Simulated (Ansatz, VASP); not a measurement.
Pd in VASP and in Ansatz

```
Pd
1.0
    -1.54320    1.54320    1.54320
     1.54320   -1.54320    1.54320
     1.54320    1.54320   -1.54320
Pd
1
Direct
  0.00000 0.00000 0.00000
```

Alike in both runs: functional PBEsol; k mesh 8 × 8 × 8; occupations gaussian, width 0.1 eV; no spin polarisation.

Ansatz relaxed the structure, and its values are those at the end. VASP's run is a single point on that final structure, the one shown.

```csv
,VASP,Ansatz
version,VASP 6.6.1,Ansatz 0.2.0
potentials or method,"VASP PAW PBE potentials, release 64 (Pd), cutoff 500 eV","scalar-relativistic, plane waves, PAW"
valence electrons in the cell,10,18
```

```csv
,VASP,Ansatz,Ansatz less VASP
gap on the k mesh at the Fermi level (eV),none,none,-
pressure (GPa),-0.3,0.0,+0.32
```

VASP's potentials were made for PBE, not for PBEsol. A gap of «none» marks a metal or a gap that the smearing closes. VASP's potentials hold 10 valence electrons a cell and Ansatz's 18, so a difference there can come from the potentials and not from the codes.
